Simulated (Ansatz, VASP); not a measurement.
# B in VASP and in Ansatz

```
B
1.0
    -2.20989    2.20989    0.79736
     2.20989   -2.20989    0.79736
     2.20989    2.20989   -0.79736
B
2
Direct
  0.00000 0.00000 0.00000
  0.75000 0.25000 0.50000
```

Alike in both runs: functional PBEsol; k mesh 10 × 10 × 10; occupations gaussian, width 0.1 eV; no spin polarisation.

Ansatz relaxed the structure, and its values are those at the end. VASP's run is a single point on that final structure, the one shown.

```csv
,VASP,Ansatz
version,VASP 6.6.1,Ansatz 0.2.0
potentials or method,"VASP PAW PBE potentials, release 64 (B), cutoff 520 eV","scalar-relativistic, plane waves, PAW"
valence electrons in the cell,6,6
```

Ansatz gave:

- gap on the k mesh at the Fermi level (eV): none
- pressure (GPa): 0.0

**Question.** What did VASP give for the same quantities?

**Answer.** gap on the k mesh at the Fermi level (eV): none; pressure (GPa): 0.2.

VASP's potentials were made for PBE, not for PBEsol. A gap of «none» marks a metal or a gap that the smearing closes.

The k mesh is coarse, so the values compare programs but aren't converged.
